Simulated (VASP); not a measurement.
A run of VASP 6.6.1 is set up as follows.

INCAR

```
SYSTEM = WCl2F4
ALGO     = Normal         ! electronic algorithm
EDIFF    = 1E-6           ! SCF threshold, eV
EDIFFG   = -0.08          ! ionic threshold
ENCUT    = 600            ! plane-wave cutoff, eV
GGA      = PE             ! functional
IBRION   = 2              ! ionic algorithm
ISIF     = 3              ! what is computed and relaxed
ISMEAR   = 0              ! smearing method
LASPH    = .TRUE.         ! aspherical terms in the spheres
LCHARG   = .FALSE.        ! write CHGCAR
LREAL    = .FALSE.        ! projectors in reciprocal space
LWAVE    = .FALSE.        ! write WAVECAR
NELM     = 60             ! most SCF steps
NSW      = 36             ! ionic steps
PREC     = Accurate       ! precision mode
SIGMA    = 0.15           ! smearing width, eV
```

File KPOINTS:

```
k-points
0
G
  2 2 2
  0 0 0
```

The input POSCAR:

```
WCl2F4
1.0
    6.0000000000      0.0000000000      0.0000000000
    0.0000000000      6.0000000000      0.0000000000
    0.0000000000      0.0000000000      6.4200000000
W Cl F
2 4 8
Direct
    0.5000000000      0.5000000000      0.5000000000
    0.0000000000      0.0000000000      0.0000000000
    0.2325000000      0.7675000000      0.5000000000
    0.7675000000      0.2325000000      0.5000000000
    0.2675000000      0.2675000000      0.0000000000
    0.7325000000      0.7325000000      0.0000000000
    0.5000000000      0.5000000000      0.7880000000
    0.5000000000      0.5000000000      0.2120000000
    0.7180000000      0.7180000000      0.5000000000
    0.2820000000      0.2820000000      0.5000000000
    0.0000000000      0.0000000000      0.7120000000
    0.0000000000      0.0000000000      0.2880000000
    0.2180000000      0.7820000000      0.0000000000
    0.7820000000      0.2180000000      0.0000000000
```

Potentials or basis: VASP PAW PBE potentials, release 64 (W_sv, Cl, F).

Command:

```sh
$ cat potpaw_PBE.64/W_sv/POTCAR potpaw_PBE.64/Cl/POTCAR potpaw_PBE.64/F/POTCAR > POTCAR
$ mpirun -np 1 vasp_std > vasp.out
```

Task: Estimate the relaxed cell.

Result: a = 6.744 Å, b = 6.744 Å, c = 7.361 Å, α = 90.00°, β = 90.00°, γ = 90.00°.

Task: Predict the relaxed volume.

Result: 23.91 Å³/atom.

Forces in eV/Å, atoms in the order of the input:
```
W    0.000  0.000  0.000
W    0.000  0.000  0.000
Cl  -0.004  0.004  0.000
Cl   0.004 -0.004  0.000
Cl   0.004  0.004  0.000
Cl  -0.004 -0.004  0.000
F    0.000  0.000  0.019
F    0.000  0.000 -0.019
F    0.003  0.003  0.000
F   -0.003 -0.003  0.000
F    0.000  0.000 -0.019
F    0.000  0.000  0.019
F    0.003 -0.003  0.000
F   -0.003  0.003  0.000
```

Caveat: the k points lie up to 0.47 Å⁻¹ apart in the final cell; the volume moved by over 15 % at a fixed basis, so the end points are rough.
